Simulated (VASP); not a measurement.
The system is Y.

```
Y
1.0
     3.31000    0.00000    0.00000
     0.00000    3.31000    0.00000
     0.00000    0.00000    3.31000
Y
1
Direct
  0.00000 0.00000 0.00000
```

This isn't the form of Y at room conditions, which is hcp.

- Program: VASP 6.6.1
- Task: relaxation of cell and atoms
- Functional: r2SCAN
- Potentials or basis: VASP PAW PBE potentials, release 64 (Y_sv)
- Cutoff: 600 eV
- k mesh: 8 × 8 × 8
- Occupations: fermi-dirac, width 0.1 eV
- Spin: no spin polarisation

At the start: pressure -1.1 GPa; volume 36.26 Å³/atom.

How do energy, volume and symmetry change on relaxing?

Over 4 steps the energy falls by 6.1 meV/atom and the volume is 34.61 Å³/atom (-4.6 %); space group Pm-3m (No. 221, to 0.1 Å) before and after.

Step by step:
```
step  energy change (eV)  largest force (eV/Å)  pressure (GPa)  volume (Å³)
   1              0.0000                0.0000           -1.10        36.26
   2             -0.0058                0.0000           -0.26        34.97
   3             -0.0061                0.0000           -0.05        34.68
   4             -0.0061                0.0000            0.00        34.61
```

Final structure:
```yaml
crystal:
  lattice:
    - [3.25873, 0.00000, 0.00000]
    - [0.00000, 3.25873, 0.00000]
    - [0.00000, 0.00000, 3.25873]
  atoms:
    - { symbol: Y, position: [0.00000, 0.00000, 0.00000] }
```

Caveat: the PAW data sets were made with another functional, which shifts forces and pressure a little.
